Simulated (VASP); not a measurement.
Input of a VASP 6.6.1 run:

The input INCAR:

```
PREC = Accurate ; ENCUT = 520
EDIFF = 1E-7 ; ISMEAR = 0
SIGMA = 0.15 ; LREAL = F
LASPH = T ; NELM = 60
ALGO = Normal ; ISIF = 2
LWAVE = F ; LCHARG = F
GGA = PS ; NBANDS = 13
```

The input KPOINTS:

```
regular mesh
0
Gamma
  20 20 20
```

File POSCAR:

```
W
1.0
   -1.6771650000      1.6771650000      1.6771650000
    1.6771650000     -1.6771650000      1.6771650000
    1.6771650000      1.6771650000     -1.6771650000
W
1
Direct
    0.0000000000      0.0000000000      0.0000000000
```

Potentials or basis: VASP PAW PBE potentials, release 64 (W_sv).

The run is started by

```bash
$ cat potpaw_PBE.64/W_sv/POTCAR > POTCAR
$ mpirun -np 1 vasp_std > vasp.out
```

(1) Predict the band gap on the k mesh.

(2) Predict the pressure.

Results:

(1) zero (band 7 reaches 12.93 eV, above the bottom of band 8 at 7.94 eV).

(2) -40.2 GPa.

Caveat: the cell differs from its parent crystal (strain +0.050 along x and y, +0.050 along z); the PAW data sets were made with another functional, which shifts forces and pressure a little; spin-orbit coupling is left out, which moves the levels of the heavy elements.
